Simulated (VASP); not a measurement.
# SiN (Cmcm) in VASP: single point with PBE

Aim: the single point of SiN with PBE.

Program: VASP 6.6.1. These are calculated values, not measurements. Logs are shortened: lines on timing, memory, paths and dates and some standing lists are left out, and cuts for length are marked.

### 1 The cell of the first run

The structure is orthorhombic, space group Cmcm (No. 63). The conventional cell has a = 2.749 Å, b = 4.778 Å, c = 5.323 Å, α = 90.00°, β = 90.00°, γ = 90.00°. Within 2.7 Å of Si (site symmetry m2m) lie 6 N at 2.07 Å. Within 2.7 Å of N (site symmetry 2/m) lie 6 Si at 2.07 Å and 2 N at 2.66 Å.

### 2 Single point, PBE

Input file INCAR:

```
ALGO = Normal ; EDIFF = 1E-7
ENCUT = 520 ; GGA = PE
ISIF = 2 ; ISMEAR = 0
LASPH = True ; LCHARG = False
LREAL = False ; LWAVE = False
NBANDS = 28 ; NELM = 60
PREC = Accurate ; SIGMA = 0.1
```

Input file KPOINTS:

```
k-points
0
Gamma
  12 8 8
```

Input file POSCAR:

```
SiN
1.0
   -1.3745580160      2.3808043216      0.0000000000
    0.0000000000      0.0000000000      5.3227888608
    4.1377155375      2.3889111794      0.0000000000
Si N
4 4
Direct
    1.0000000000      0.7500000000      0.3330412460
    0.5000000000      0.7500000000      0.8330412460
    0.5000000000      0.2500000000      0.1669587540
    0.0000000000      0.2500000000      0.6669587540
    0.5000000000      0.0000000000      0.5000000000
    0.0000000000      0.0000000000      0.0000000000
    0.5000000000      0.5000000000      0.5000000000
    0.0000000000      0.5000000000      0.0000000000
```

Potentials or basis: VASP PAW PBE potentials, release 64 (Si, N).

Launch:

```bash
> cat potpaw_PBE.64/Si/POTCAR potpaw_PBE.64/N/POTCAR > POTCAR
> mpirun -np 1 vasp_std > vasp.out
```

OUTCAR:

```text
EDIFF = 1E-7
   ENCUT = 520
   GGA = PE
   ISIF = 2
   ISMEAR = 0
   LASPH = True
   LREAL = False
   NELM = 60
   PREC = Accurate

 ion  position               nearest neighbor table
   1  0.000  0.750  0.333-   5 2.07   7 2.07   5 2.07   7 2.07   6 2.07   8 2.07   2 2.76   2 2.76
                             2 2.76   2 2.76   3 3.10   3 3.10   3 3.10   3 3.10   4 3.10   4 3.10
   2  0.500  0.750  0.833-   6 2.07   8 2.07   6 2.07   8 2.07   7 2.07   5 2.07   1 2.76   1 2.76
                             1 2.76   1 2.76   4 3.10   4 3.10   4 3.10   4 3.10   3 3.10   3 3.10
   3  0.500  0.250  0.167-   6 2.07   8 2.07   6 2.07   8 2.07   7 2.07   5 2.07   4 2.76   4 2.76
                             4 2.76   4 2.76   1 3.10   1 3.10   1 3.10   1 3.10   2 3.10   2 3.10
   4  0.000  0.250  0.667-   5 2.07   7 2.07   5 2.07   7 2.07   6 2.07   8 2.07   3 2.76   3 2.76
                             3 2.76   3 2.76   2 3.10   2 3.10   2 3.10   2 3.10   1 3.10   1 3.10
   5  0.500  0.000  0.500-   4 2.07   1 2.07   1 2.07   4 2.07   3 2.07   2 2.07
   6  0.000  0.000  0.000-   3 2.07   2 2.07   2 2.07   3 2.07   1 2.07   4 2.07
   7  0.500  0.500  0.500-   4 2.07   1 2.07   1 2.07   4 2.07   3 2.07   2 2.07
   8  0.000  0.500  0.000-   3 2.07   2 2.07   2 2.07   3 2.07   1 2.07   4 2.07

  LATTYP: Found a simple orthorhombic cell.
 ALAT       =     2.7491160319
 B/A-ratio  =     1.7379485999
 C/A-ratio  =     1.9361819577

  Lattice vectors:

 A1 = (   1.3745580160,  -2.3808043216,   0.0000000000)
 A2 = (   4.1377155375,   2.3889111794,   0.0000000000)
 A3 = (   0.0000000000,   0.0000000000,   5.3227888608)

Analysis of symmetry for initial positions (statically):
=====================================================================
 Subroutine PRICEL returns following result:

  LATTYP: Found a base centered orthorhombic cell.
 ALAT       =     2.7491160319
 B/A-ratio  =     1.7379485999
 C/A-ratio  =     1.9361819577

  Lattice vectors:

 A1 = (   1.3815787608,   2.3848577505,   0.0000000000)
 A2 = (  -2.7561367767,  -0.0040534289,   0.0000000000)
 A3 = (   0.0000000000,   0.0000000000,   5.3227888608)

   2 primitive cells build up your supercell.

 Routine SETGRP: Setting up the symmetry group for a
 simple orthorhombic supercell.

 Subroutine GETGRP returns: Found  8 space group operations
 (whereof  4 operations were pure point group operations)
 out of a pool of  8 trial point group operations.

The static configuration has the point symmetry C_2h.
 The point group associated with its full space group is D_2h.

Analysis of symmetry for dynamics (positions and initial velocities):
=====================================================================
 Subroutine PRICEL returns following result:

  LATTYP: Found a base centered orthorhombic cell.
 ALAT       =     2.7491160319
 B/A-ratio  =     1.7379485999
 C/A-ratio  =     1.9361819577

  Lattice vectors:

 A1 = (   1.3815787608,   2.3848577505,   0.0000000000)
 A2 = (  -2.7561367767,  -0.0040534289,   0.0000000000)
 A3 = (   0.0000000000,   0.0000000000,   5.3227888608)

   2 primitive cells build up your supercell.

 Routine SETGRP: Setting up the symmetry group for a
 simple orthorhombic supercell.

 Subroutine GETGRP returns: Found  8 space group operations
 (whereof  4 operations were pure point group operations)
 out of a pool of  8 trial point group operations.

The dynamic configuration has the point symmetry C_2h.
 The point group associated with its full space group is D_2h.

 Subroutine INISYM returns: Found  8 space group operations
 (whereof  4 operations are pure point group operations),
 and found     2 'primitive' translations

----------------------------------------------------------------------------------------

                                     Primitive cell

  volume of cell :      34.9569

  direct lattice vectors                    reciprocal lattice vectors
     1.381578761  2.384857751  0.000000000    -0.000617205  0.419669776  0.000000000
    -2.756136777 -0.004053429  0.000000000    -0.363136084  0.210369403  0.000000000
     0.000000000  0.000000000  5.322788861     0.000000000  0.000000000  0.187871438

  length of vectors
     2.756139757  2.756139757  5.322788861     0.419670230  0.419670230  0.187871438

  position of ions in fractional coordinates (direct lattice)
     0.333041246  0.666958754  0.750000000
     0.666958754  0.333041246  0.250000000
     0.000000000  0.000000000  0.000000000
     0.000000000  0.000000000  0.500000000

  ion indices of the primitive-cell ions
   primitive index   ion index
                 1           1
                 2           4
                 3           6
                 4           8

----------------------------------------------------------------------------------------

 KPOINTS: k-points

Automatic generation of k-mesh.
 Grid dimensions read from file:
 generate k-points for:   12    8    8

 Generating k-lattice:

  Cartesian coordinates                     Fractional coordinates (reciprocal lattice)
    -0.015156387  0.026251632  0.000000000     0.083333333  0.000000000  0.000000000
     0.000000000  0.000000000  0.023483930     0.000000000  0.125000000  0.000000000
     0.022657430  0.013081273  0.000000000    -0.000000000  0.000000000  0.125000000

  Length of vectors
     0.030312774  0.023483930  0.026162547

  Shift w.r.t. Gamma in fractional coordinates (k-lattice)
     0.000000000  0.000000000  0.000000000

 Subroutine IBZKPT returns following result:
 ===========================================

 Found    175 irreducible k-points:

 Following reciprocal coordinates:
            Coordinates               Weight
  0.000000  0.000000  0.000000      1.000000
  0.083333  0.000000  0.000000      2.000000
  0.166667  0.000000  0.000000      2.000000
  0.250000  0.000000  0.000000      2.000000
  0.333333  0.000000  0.000000      2.000000
  0.416667  0.000000  0.000000      2.000000
[... 16 lines left out ...]
  0.083333  0.375000  0.000000      4.000000
  0.166667  0.375000  0.000000      4.000000
 [... further k-points ...]
   k-points           NKPTS =    175   k-points in BZ     NKDIM =    175   number of bands    NBANDS=     28
   number of dos      NEDOS =    301   number of ions     NIONS =      8
   total plane-waves  NPLWV =  28800
   dimension x,y,z NGX =    20 NGY =   40 NGZ =   36
   dimension x,y,z NGXF=    40 NGYF=   80 NGZF=   72
   ions per type =               4   4
   NGX,Y,Z   is equivalent  to a cutoff of  12.09, 12.49, 12.53 a.u.
   NGXF,Y,Z  is equivalent  to a cutoff of  24.19, 24.99, 25.05 a.u.
 SYSTEM =  unknown system
   PREC   = accura    normal or accurate (medium, high low for compatibility)
   ISTART =      0    job   : 0-new  1-cont  2-samecut
   ICHARG =      2    charge: 1-file 2-atom 10-const
   ISPIN  =      1    spin polarized calculation?
   LNONCOLLINEAR =      F non collinear calculations
   LSORBIT =      F    spin-orbit coupling
   LASPH  =      T    aspherical Exc in radial PAW
   ENCUT  =  520.0 eV  38.22 Ry    6.18 a.u.   5.11  9.90  8.88*2*pi/ulx,y,z
   NELM   =     60;   NELMIN=  2; NELMDL= -5     # of ELM steps
   EDIFF  = 0.1E-06   stopping-criterion for ELM
   LREAL  =      F    real-space projection
   EDIFFG = 0.1E-05   stopping-criterion for IOM
   NSW    =      0    number of steps for IOM
   IBRION =     -1    ionic relax: 0-MD 1-quasi-New 2-CG
   NFREE  =      0    steps in history (QN), initial steepest desc. (CG)
   ISIF   =      2    stress and relaxation
   ISYM   =      2    0-nonsym 1-usesym 2-fastsym
   POTIM  = 0.5000    time-step for ionic-motion
   TEBEG  =    0.0;   TEEND  =   0.0 temperature during run
   PSTRESS=    0.0 pullay stress
   NELECT =      36.0000    total number of electrons
   NUPDOWN=      -1.0000    fix difference up-down
   EMIN   =  10.00;   EMAX   =-10.00  energy-range for DOS
   EFERMI =   0.00;   METHOD = LEGACY
   ISMEAR =     0;   SIGMA  =   0.10  broadening in eV -4-tet -1-fermi 0-gaus
   EFERMI_NEDOS =   21; number of points for ismear=-14 and -15
   IALGO  =     38    algorithm
   IMIX   =      4    mixing-type and parameters
     AMIX     =   0.40;   BMIX     =  1.00
     AMIX_MAG =   1.60;   BMIX_MAG =  1.00
  volume/ion in A,a.u.               =       8.74        58.98
  Fermi-wavevector in a.u.,A,eV,Ry     =   1.312164  2.479631 23.426174  1.721775
  Thomas-Fermi vector in A             =   2.442576
   LORBIT       =      0    0 simple, 1 ext, 2 COOP (PROOUT), +10 PAW based schemes
   GGA     = PE    functional components
   LHFCALC =     F    Hartree Fock is set to
   AEXX    =    0.0000 exact exchange contribution
   IVDW    =     0    specifies the selected vdW correction
   LEPSILON=     F    determine dielectric tensor
   LRPA    =     F    only Hartree local field effects (RPA)
 non-spin polarized calculation
 Gauss-broadening in eV      SIGMA  =   0.10
  energy-cutoff  :      520.00
  volume of cell :       69.91
 maximum number of plane-waves:      1908
   NGX = 11   NGY = 19   NGZ = 17

 number of electron      35.9999997 magnetization

 Free energy of the ion-electron system (eV)
  ---------------------------------------------------
  ext. energy  EPLUGINS =         0.00000000
  ---------------------------------------------------
  free energy    TOTEN  =       -51.55466538 eV

  energy without entropy =      -51.54571363  energy(sigma->0) =      -51.55018951

 E-fermi :  12.8028     XC(G=0): -12.5380

 val. band max:       12.8017900971   @ k =   0.0000   0.1250   0.5000
 cond. band min:      12.8058996772   @ k =   0.1667   0.0000   0.1250
 fundamental gap:      0.0041095801
 Fermi energy:        12.8028427484

 k-point     1 :       0.0000    0.0000    0.0000
  band No.  band energies     occupation
      1      -8.3560      2.00000
      2      -5.5016      2.00000
      3      -5.0553      2.00000
      4      -2.9240      2.00000
      5      -1.3208      2.00000
      6       0.3153      2.00000
[... 20 lines left out ...]
     27      18.9135      0.00000
     28      19.1336      0.00000

 k-point     2 :       0.0833    0.0000    0.0000
  band No.  band energies     occupation
      1      -8.2500      2.00000
      2      -5.4117      2.00000
      3      -4.9911      2.00000
      4      -2.8745      2.00000
      5      -1.2030      2.00000
      6       0.4337      2.00000
[... 674 lines left out ...]
 k-point    24 :       0.1667    0.3750    0.0000
  band No.  band energies     occupation
      1      -7.3593      2.00000
      2      -6.4099      2.00000
      3      -4.3439      2.00000
      4      -3.6011      2.00000
      5       1.4103      2.00000
      6       1.5075      2.00000
[... 20 lines left out ...]
     27      19.3966      0.00000
     28      19.4623      0.00000

 [... further k-points ...]
[... 5 lines left out ...]
  --------------------------------------------------------------------------------------
  -------------------------------------------------------------------------------------
  Total        0.0180425     -0.0106040      0.0695502      0.0248087      0.0000000      0.0000000
  in kB        0.4134718     -0.2430075      1.5938474      0.5685278      0.0000000      0.0000000
  external PRESSURE =       0.5881039 kB  Pullay stress =       0.0000000 kB

 VOLUME and BASIS-vectors are now :
 -----------------------------------------------------------------------------
  energy-cutoff  :      520.00
  volume of cell :       69.91
      direct lattice vectors                 reciprocal lattice vectors
    -1.374558016  2.380804322  0.000000000    -0.181876645  0.315019589  0.000000000
     0.000000000  0.000000000  5.322788861     0.000000000  0.000000000  0.187871438
     4.137715538  2.388911179  0.000000000     0.181259440  0.104650186  0.000000000

 POSITION                                       TOTAL-FORCE (eV/Angst)
 -----------------------------------------------------------------------------------
      1.37803      0.79561      3.99209         0.011062      0.006386     -0.000000
      2.75961      3.18046      3.99209         0.011062      0.006386      0.000000
      0.00355      1.58925      1.33070        -0.011062     -0.006386     -0.000000
      2.75969      1.59331      1.33070        -0.011062     -0.006386      0.000000
      1.38158      2.38486      0.00000        -0.000000     -0.000000      0.000000
      0.00000      0.00000      0.00000        -0.000000     -0.000000      0.000000
      1.38158      2.38486      2.66139         0.000000     -0.000000      0.000000
      0.00000      0.00000      2.66139         0.000000     -0.000000      0.000000
 -----------------------------------------------------------------------------------
    total drift:                                0.000000      0.000000      0.000000

  FREE ENERGIE OF THE ION-ELECTRON SYSTEM (eV)
  ---------------------------------------------------
  free  energy   TOTEN  =       -51.5546653835 eV

  energy  without entropy=      -51.5457136296  energy(sigma->0) =      -51.55018951
```

Wall time 8 min (1 thread of Intel Xeon 6975P-C, shared host); peak memory 0.35 GiB.

Results:

| Property | Result |
| --- | --- |
| Free energy | -51.5547 eV |
| Pressure | 0.1 GPa |
| Largest force | 0.013 eV/Å |
| Band gap on the k mesh | zero (band 18 reaches 14.41 eV, above the bottom of band 19 at 10.52 eV) |

Forces in eV/Å, atoms in the order of the input:
```
Si   0.011  0.006  0.000
Si   0.011  0.006  0.000
Si  -0.011 -0.006  0.000
Si  -0.011 -0.006  0.000
N    0.000  0.000  0.000
N    0.000  0.000  0.000
N    0.000  0.000  0.000
N    0.000  0.000  0.000
```
